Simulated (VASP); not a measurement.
A run of VASP 6.6.1 is set up as follows.

The input INCAR:

```
SYSTEM = Sn3PbS4
  PREC = Accurate
  ENCUT = 520
  EDIFF = 1E-7
  ISMEAR = 0
  SIGMA = 0.1
  LREAL = .FALSE.
  LASPH = .TRUE.
  NELM = 100
  ALGO = Normal
  ISIF = 2
  LWAVE = .FALSE.
  LCHARG = .FALSE.
  GGA = PE
  NBANDS = 50
```

KPOINTS

```
Automatic mesh
0
G
  6 6 10
  0 0 0
```

File POSCAR:

```
Sn3PbS4
1.0
    4.1661880433     -5.8910909389      0.0000000000
    4.1661880433      5.8910909389      0.0000000000
    0.0000000000      0.0000000000      4.1655593514
Sn Pb S
3 1 4
Direct
    0.0000000000      0.0000000000      0.0000000000
    0.0000000000      0.5000000000      0.5000000000
    0.5000000000      0.0000000000      0.5000000000
    0.5000000000      0.5000000000      0.0000000000
    0.2472592059      0.7527407941      0.0000000000
    0.7527407941      0.2472592059      0.0000000000
    0.2444120421      0.2444120421      0.5000000000
    0.7555879579      0.7555879579      0.5000000000
```

Potentials or basis: VASP PAW PBE potentials, release 64 (Sn_d, Pb_d, S).

Command:

```console
$ cat potpaw_PBE.64/Sn_d/POTCAR potpaw_PBE.64/Pb_d/POTCAR potpaw_PBE.64/S/POTCAR > POTCAR
$ mpirun -np 1 vasp_std > vasp.out
```

**Question.** Predict the band gap on the k mesh.

**Answer.** 0.08 eV.

**Question.** Estimate the pressure.

**Answer.** -0.1 GPa.

Caveat: spin-orbit coupling is left out, which moves the levels of the heavy elements. A k mesh can miss the band edges.
